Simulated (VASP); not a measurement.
A run of VASP 6.6.1:

INCAR

```
SYSTEM = LiBr
  PREC = Accurate
  ENCUT = 750
  EDIFF = 1E-6
  ISMEAR = -1
  SIGMA = 0.05
  LREAL = .False.
  LASPH = .True.
  NELM = 120
  ALGO = Normal
  ISIF = 2
  LWAVE = .False.
  LCHARG = .False.
  GGA = PE
  NBANDS = 12
  GGA_COMPAT = .False.
```

Contents of KPOINTS:

```
Automatic mesh
0
Gamma
  6 6 6
  0 0 0
```

POSCAR

```
LiBr
1.0
    0.0000000000      2.7395485816      2.7395485816
    2.7395485816      0.0000000000      2.7395485816
    2.7395485816      2.7395485816      0.0000000000
Li Br
1 1
Direct
    0.0000000000      0.0000000000      0.0000000000
    0.5000000000      0.5000000000      0.5000000000
```

Potentials or basis: VASP PAW PBE potentials, release 64 (Li_sv, Br).

Launch:

```bash
$ cat potpaw_PBE.64/Li_sv/POTCAR potpaw_PBE.64/Br/POTCAR > POTCAR
$ mpirun -np 1 vasp_std > vasp.out
```

Hardware: 1 thread of Intel(R) Xeon(R) 6975P-C (Granite Rapids), with other jobs on the host.

Q: How long does it take, and how much memory?

A: It took 6.5 s on 1 thread of Intel(R) Xeon(R) 6975P-C (Granite Rapids), with other jobs on the host, peak memory 0.2 GiB. Counts: scf iterations 12, k points 16.
